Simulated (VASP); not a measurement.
# BaS (Fm-3m) in VASP: single point with HSE06

Aim: the single point of BaS with HSE06.

Program: VASP 6.6.1. These are calculated values, not measurements. Logs are shortened: lines on timing, memory, paths and dates and some standing lists are left out, and cuts for length are marked.

**1. The cell of the first run**

It takes space group Fm-3m (No. 225, cubic). The conventional cell has a = 6.424 Å, b = 6.424 Å, c = 6.424 Å, α = 90.00°, β = 90.00°, γ = 90.00°. Ba (site symmetry m-3m) has 6 S at 3.21 Å within 4.2 Å. S (site symmetry m-3m) has 6 Ba at 3.21 Å within 4.2 Å.

**2. Single point, HSE06**

POSCAR reads:

```
BaS
1.0
    0.0000000000      3.2117958744      3.2117958744
    3.2117958744      0.0000000000      3.2117958744
    3.2117958744      3.2117958744      0.0000000000
Ba S
1 1
Direct
    0.0000000000      0.0000000000      0.0000000000
    0.5000000000      0.5000000000      0.5000000000
```

INCAR.step1 reads:

```
SYSTEM = BaS
  PREC = Accurate
  ENCUT = 520
  EDIFF = 1E-5
  ISMEAR = 0
  SIGMA = 0.01
  LREAL = .False.
  LASPH = .True.
  NELM = 80
  ALGO = Normal
  ISIF = 2
  LWAVE = .True.
  LCHARG = .False.
  GGA = PE
  NBANDS = 15
```

INCAR.step2 reads:

```
SYSTEM = BaS
  PREC = Accurate
  ENCUT = 520
  EDIFF = 1E-6
  ISMEAR = 0
  SIGMA = 0.01
  LREAL = .False.
  LASPH = .True.
  NELM = 80
  ALGO = Normal
  ISIF = 2
  LWAVE = .False.
  LCHARG = .False.
  GGA = PE
  LHFCALC = .True.
  HFSCREEN = 0.2079
  PRECFOCK = Normal
  ISTART = 1
  NBANDS = 15
```

KPOINTS reads:

```
regular mesh
0
Gamma
  4 4 4
  0 0 0
```

Potentials or basis: VASP PAW PBE potentials, release 64 (Ba_sv, S).

On the command line:

```console
> cat potpaw_PBE.64/Ba_sv/POTCAR potpaw_PBE.64/S/POTCAR > POTCAR
> cp INCAR.step1 INCAR
> mpirun -np 1 vasp_std > vasp.out
> cp INCAR.step2 INCAR
> mpirun -np 1 vasp_std > vasp.out
```

OUTCAR:

```text
SYSTEM = BaS
   PREC = Accurate
   ENCUT = 520
   EDIFF = 1E-6
   ISMEAR = 0
   LREAL = .False.
   LASPH = .True.
   NELM = 80
   ISIF = 2
   GGA = PE
   LHFCALC = .True.
   HFSCREEN = 0.2079
   PRECFOCK = Normal
   ISTART = 1

 ion  position               nearest neighbor table
   1  0.000  0.000  0.000-   2 3.21   2 3.21   2 3.21   2 3.21   2 3.21   2 3.21
   2  0.500  0.500  0.500-   1 3.21   1 3.21   1 3.21   1 3.21   1 3.21   1 3.21

  LATTYP: Found a face centered cubic cell.
 ALAT       =     6.4235917488

  Lattice vectors:

 A1 = (   0.0000000000,   3.2117958744,   3.2117958744)
 A2 = (   3.2117958744,   0.0000000000,   3.2117958744)
 A3 = (   3.2117958744,   3.2117958744,   0.0000000000)

Analysis of symmetry for initial positions (statically):
=====================================================================
 Subroutine PRICEL returns:
 Original cell was already a primitive cell.

 Routine SETGRP: Setting up the symmetry group for a
 face centered cubic supercell.

 Subroutine GETGRP returns: Found 48 space group operations
 (whereof 48 operations were pure point group operations)
 out of a pool of 48 trial point group operations.

The static configuration has the point symmetry O_h .

Analysis of symmetry for dynamics (positions and initial velocities):
=====================================================================
 Subroutine PRICEL returns:
 Original cell was already a primitive cell.

 Routine SETGRP: Setting up the symmetry group for a
 face centered cubic supercell.

 Subroutine GETGRP returns: Found 48 space group operations
 (whereof 48 operations were pure point group operations)
 out of a pool of 48 trial point group operations.

The dynamic configuration has the point symmetry O_h .

 Subroutine INISYM returns: Found 48 space group operations
 (whereof 48 operations are pure point group operations),
 and found     1 'primitive' translations

----------------------------------------------------------------------------------------

                                     Primitive cell

  volume of cell :      66.2634

  direct lattice vectors                    reciprocal lattice vectors
     0.000000000  3.211795874  3.211795874    -0.155676145  0.155676145  0.155676145
     3.211795874  0.000000000  3.211795874     0.155676145 -0.155676145  0.155676145
     3.211795874  3.211795874  0.000000000     0.155676145  0.155676145 -0.155676145

  length of vectors
     4.542165285  4.542165285  4.542165285     0.269638993  0.269638993  0.269638993

  position of ions in fractional coordinates (direct lattice)
     0.000000000  0.000000000  0.000000000
     0.500000000  0.500000000  0.500000000

  ion indices of the primitive-cell ions
   primitive index   ion index
                 1           1
                 2           2

----------------------------------------------------------------------------------------

 KPOINTS: regular mesh

Automatic generation of k-mesh.
 Grid dimensions read from file:
 generate k-points for:    4    4    4

 Generating k-lattice:

  Cartesian coordinates                     Fractional coordinates (reciprocal lattice)
    -0.038919036  0.038919036  0.038919036     0.250000000  0.000000000  0.000000000
     0.038919036 -0.038919036  0.038919036     0.000000000  0.250000000  0.000000000
     0.038919036  0.038919036 -0.038919036     0.000000000  0.000000000  0.250000000

  Length of vectors
     0.067409748  0.067409748  0.067409748

  Shift w.r.t. Gamma in fractional coordinates (k-lattice)
     0.000000000  0.000000000  0.000000000

 Subroutine IBZKPT returns following result:
 ===========================================

 Found      8 irreducible k-points:

 Following reciprocal coordinates:
            Coordinates               Weight
  0.000000  0.000000  0.000000      1.000000
  0.250000  0.000000  0.000000      8.000000
  0.500000  0.000000  0.000000      4.000000
  0.250000  0.250000  0.000000      6.000000
  0.500000  0.250000  0.000000     24.000000
 -0.250000  0.250000  0.000000     12.000000
  0.500000  0.500000  0.000000      3.000000
 -0.250000  0.500000  0.250000      6.000000
   k-points           NKPTS =      8   k-points in BZ     NKDIM =     64   number of bands    NBANDS=     15
   number of dos      NEDOS =    301   number of ions     NIONS =      2
   total plane-waves  NPLWV =  46656
   dimension x,y,z NGX =    36 NGY =   36 NGZ =   36
   dimension x,y,z NGXF=    72 NGYF=   72 NGZF=   72
   ions per type =               1   1
   NGX,Y,Z   is equivalent  to a cutoff of  13.18, 13.18, 13.18 a.u.
   NGXF,Y,Z  is equivalent  to a cutoff of  26.35, 26.35, 26.35 a.u.
 SYSTEM =  BaS
   PREC   = accura    normal or accurate (medium, high low for compatibility)
   ISTART =      1    job   : 0-new  1-cont  2-samecut
   ICHARG =      0    charge: 1-file 2-atom 10-const
   ISPIN  =      1    spin polarized calculation?
   LNONCOLLINEAR =      F non collinear calculations
   LSORBIT =      F    spin-orbit coupling
   LASPH  =      T    aspherical Exc in radial PAW
   ENCUT  =  520.0 eV  38.22 Ry    6.18 a.u.   8.45  8.45  8.45*2*pi/ulx,y,z
   NELM   =     80;   NELMIN=  2; NELMDL=  0     # of ELM steps
   EDIFF  = 0.1E-05   stopping-criterion for ELM
   LREAL  =      F    real-space projection
   EDIFFG = 0.1E-04   stopping-criterion for IOM
   NSW    =      0    number of steps for IOM
   IBRION =     -1    ionic relax: 0-MD 1-quasi-New 2-CG
   NFREE  =      0    steps in history (QN), initial steepest desc. (CG)
   ISIF   =      2    stress and relaxation
   ISYM   =      3    0-nonsym 1-usesym 2-fastsym
   POTIM  = 0.5000    time-step for ionic-motion
   TEBEG  =    0.0;   TEEND  =   0.0 temperature during run
   PSTRESS=    0.0 pullay stress
   NELECT =      16.0000    total number of electrons
   NUPDOWN=      -1.0000    fix difference up-down
   EMIN   =  10.00;   EMAX   =-10.00  energy-range for DOS
   EFERMI =   0.00;   METHOD = LEGACY
   ISMEAR =     0;   SIGMA  =   0.01  broadening in eV -4-tet -1-fermi 0-gaus
   EFERMI_NEDOS =   21; number of points for ismear=-14 and -15
   IALGO  =     38    algorithm
   IMIX   =      1    mixing-type and parameters
     AMIX     =   0.40;   BMIX     =  1.00
     AMIX_MAG =   1.60;   BMIX_MAG =  1.00
  volume/ion in A,a.u.               =      33.13       223.58
  Fermi-wavevector in a.u.,A,eV,Ry     =   1.019429  1.926441 14.139651  1.039235
  Thomas-Fermi vector in A             =   2.152942
   LORBIT       =      0    0 simple, 1 ext, 2 COOP (PROOUT), +10 PAW based schemes
   GGA     = PE    functional components
   LHFCALC =     T    Hartree Fock is set to
   PRECFOCK=normal    Normal, Fast or Accurate (Low or Medium for compatibility)
   ENCUT4O =  -1.0   cutoff for four orbital integrals eV
   NKREDX  =     1    reduce k-point grid by
   NKREDY  =     1    reduce k-point grid by
   NKREDZ  =     1    reduce k-point grid by
   AEXX    =    0.2500 exact exchange contribution
   HFSCREEN=    0.2079 screening length (either q_TF or 0.3 A-1)
   HFSCREENC=   0.2079 screening length for correlation (either q_TF or 0.3 A-1)
   ENCUTFOCK=  -1.0 apply spherical cutoff to Coloumb kernel
   IVDW    =     0    specifies the selected vdW correction
   LEPSILON=     F    determine dielectric tensor
   LRPA    =     F    only Hartree local field effects (RPA)
 non-spin polarized calculation
 Gauss-broadening in eV      SIGMA  =   0.01
  energy-cutoff  :      520.00
  volume of cell :       66.26
 maximum number of plane-waves:      1812
 NGX is ok and might be reduce to    36
  NGX = 28; NGY = 28; NGZ = 28

 number of electron      16.0000002 magnetization

 Free energy of the ion-electron system (eV)
  ---------------------------------------------------
  ext. energy  EPLUGINS =         0.00000000
  ---------------------------------------------------
  free energy    TOTEN  =       -11.54472534 eV

  energy without entropy =      -11.54472534  energy(sigma->0) =      -11.54472534

 E-fermi :   0.7598     XC(G=0):  -7.1480

 val. band max:        0.7118517564   @ k =   0.0000   0.0000   0.0000
 cond. band min:       3.7584116452   @ k =   0.5000   0.5000   0.0000
 fundamental gap:      3.0465598887
 Fermi energy:         0.7597520881

 k-point     1 :       0.0000    0.0000    0.0000
  band No.  band energies     occupation
      1     -27.1563      2.00000
      2     -11.1557      2.00000
      3     -11.1557      2.00000
      4     -11.1557      2.00000
      5     -10.6946      2.00000
      6       0.7119      2.00000
      7       0.7119      2.00000
      8       0.7119      2.00000
      9       5.2081      0.00000
     10       5.6234      0.00000
     11       5.6234      0.00000
     12       5.6234      0.00000
     13       6.5571      0.00000
     14       6.5571      0.00000
     15      10.4358      0.00000

 k-point     2 :       0.2500    0.0000    0.0000
  band No.  band energies     occupation
      1     -27.1331      2.00000
      2     -12.0401      2.00000
      3     -11.1713      2.00000
      4     -11.1713      2.00000
      5      -9.7449      2.00000
      6      -0.4684      2.00000
      7       0.0784      2.00000
      8       0.0784      2.00000
      9       5.8134      0.00000
     10       6.5477      0.00000
     11       6.5477      0.00000
     12       7.0496      0.00000
     13       8.2003      0.00000
     14       8.2003      0.00000
     15      12.4092      0.00000

 k-point     3 :       0.5000    0.0000    0.0000
  band No.  band energies     occupation
      1     -27.1098      2.00000
      2     -12.4745      2.00000
      3     -11.1866      2.00000
      4     -11.1866      2.00000
      5      -9.2367      2.00000
      6      -1.3179      2.00000
      7      -0.4075      2.00000
      8      -0.4075      2.00000
      9       7.3072      0.00000
     10       7.3545      0.00000
     11       8.1968      0.00000
     12       8.1968      0.00000
     13      10.7707      0.00000
     14      10.9054      0.00000
     15      10.9077      0.00000

 k-point     4 :       0.2500    0.2500    0.0000
  band No.  band energies     occupation
      1     -27.1259      2.00000
      2     -11.8826      2.00000
      3     -11.2542      2.00000
      4     -11.2542      2.00000
      5      -9.9449      2.00000
      6      -0.6478      2.00000
      7       0.5337      2.00000
      8       0.5337      2.00000
      9       4.4850      0.00000
     10       6.3878      0.00000
     11       7.0840      0.00000
     12       7.5788      0.00000
     13       7.5788      0.00000
     14      10.0359      0.00000
     15      13.2091      0.00000

 k-point     5 :       0.5000    0.2500    0.0000
  band No.  band energies     occupation
      1     -27.1031      2.00000
      2     -12.1160      2.00000
      3     -11.3736      2.00000
      4     -11.2712      2.00000
      5      -9.7724      2.00000
      6      -0.5495      2.00000
      7      -0.0796      2.00000
      8       0.0412      2.00000
      9       5.1310      0.00000
     10       7.7510      0.00000
     11       8.6716      0.00000
     12       8.7152      0.00000
     13       8.9583      0.00000
     14      10.2680      0.00000
     15      10.6497      0.00000

 k-point     6 :      -0.2500    0.2500    0.0000
  band No.  band energies     occupation
      1     -27.1104      2.00000
      2     -12.2026      2.00000
      3     -11.3809      2.00000
      4     -11.1888      2.00000
      5      -9.5409      2.00000
      6      -0.9416      2.00000
      7      -0.3268      2.00000
      8       0.2311      2.00000
      9       6.2408      0.00000
     10       7.0729      0.00000
     11       7.1554      0.00000
     12       7.8880      0.00000
     13       9.5204      0.00000
     14      10.7666      0.00000
     15      11.7833      0.00000

 k-point     7 :       0.5000    0.5000    0.0000
  band No.  band energies     occupation
      1     -27.0963      2.00000
      2     -11.6555      2.00000
      3     -11.3527      2.00000
      4     -11.3527      2.00000
      5     -10.5853      2.00000
      6       0.1003      2.00000
      7       0.5455      2.00000
      8       0.5455      2.00000
      9       3.7584      0.00000
     10       7.7638      0.00000
     11       7.7995      0.00000
     12       9.4328      0.00000
     13       9.4328      0.00000
     14       9.4626      0.00000
     15      10.3443      0.00000

 k-point     8 :      -0.2500    0.5000    0.2500
  band No.  band energies     occupation
      1     -27.0958      2.00000
      2     -11.8162      2.00000
      3     -11.5060      2.00000
      4     -11.5060      2.00000
      5      -9.9061      2.00000
      6      -0.4599      2.00000
      7       0.1719      2.00000
      8       0.1719      2.00000
      9       6.0184      0.00000
     10       6.0184      0.00000
     11       8.1313      0.00000
     12       8.6926      0.00000
     13       9.4594      0.00000
     14      11.4702      0.00000
     15      12.5010      0.00000

------------------------ aborting loop because EDIFF is reached ----------------------------------------

  FORCE on cell =-STRESS in cart. coord.  units (eV):
  Direction    XX          YY          ZZ          XY          YZ          ZX
  --------------------------------------------------------------------------------------
  -------------------------------------------------------------------------------------
  Total        0.0899302      0.0899302      0.0899302     -0.0000000     -0.0000000     -0.0000000
  in kB        2.1744156      2.1744156      2.1744156     -0.0000000     -0.0000000     -0.0000000
  external PRESSURE =       2.1744156 kB  Pullay stress =       0.0000000 kB

 VOLUME and BASIS-vectors are now :
 -----------------------------------------------------------------------------
  energy-cutoff  :      520.00
  volume of cell :       66.26
      direct lattice vectors                 reciprocal lattice vectors
     0.000000000  3.211795874  3.211795874    -0.155676145  0.155676145  0.155676145
     3.211795874  0.000000000  3.211795874     0.155676145 -0.155676145  0.155676145
     3.211795874  3.211795874  0.000000000     0.155676145  0.155676145 -0.155676145

 POSITION                                       TOTAL-FORCE (eV/Angst)
 -----------------------------------------------------------------------------------
      0.00000      0.00000      0.00000        -0.000000      0.000000      0.000000
      3.21180      3.21180      3.21180         0.000000      0.000000     -0.000000
 -----------------------------------------------------------------------------------
    total drift:                                0.000001      0.000001      0.000001

  FREE ENERGIE OF THE ION-ELECTRON SYSTEM (eV)
  ---------------------------------------------------
  free  energy   TOTEN  =       -11.5447253415 eV

  energy  without entropy=      -11.5447253415  energy(sigma->0) =      -11.54472534
```

It took 20 min on 1 thread of AMD EPYC 7R13, shared host; peak memory 0.29 GiB.

Results:

```yaml
Free_energy: -11.5447 eV
Pressure: 0.2 GPa
Band_gap_on_the_k_mesh: 3.05 eV (least direct gap 3.21 eV)
```

Levels at points of the mesh, in eV from the valence-band top:
| k point | band 5 | band 6 | band 7 | band 8 | band 9 | band 10 | band 11 | band 12 |
| --- | --- | --- | --- | --- | --- | --- | --- | --- |
| (0.00, 0.00, 0.00) | -11.41 | 0.00 | 0.00 | 0.00 | 4.50 | 4.91 | 4.91 | 4.91 |
| (0.50, 0.00, 0.00) | -9.95 | -2.03 | -1.12 | -1.12 | 6.60 | 6.64 | 7.48 | 7.48 |
| (0.50, 0.50, 0.00) | -11.30 | -0.61 | -0.17 | -0.17 | 3.05 | 7.05 | 7.09 | 8.72 |

Caveat: the k points lie up to 0.42 Å⁻¹ apart; the PAW data sets were made with another functional, which shifts forces and pressure a little; spin-orbit coupling is left out, which moves the levels of the heavy elements. A k mesh can miss the band edges.
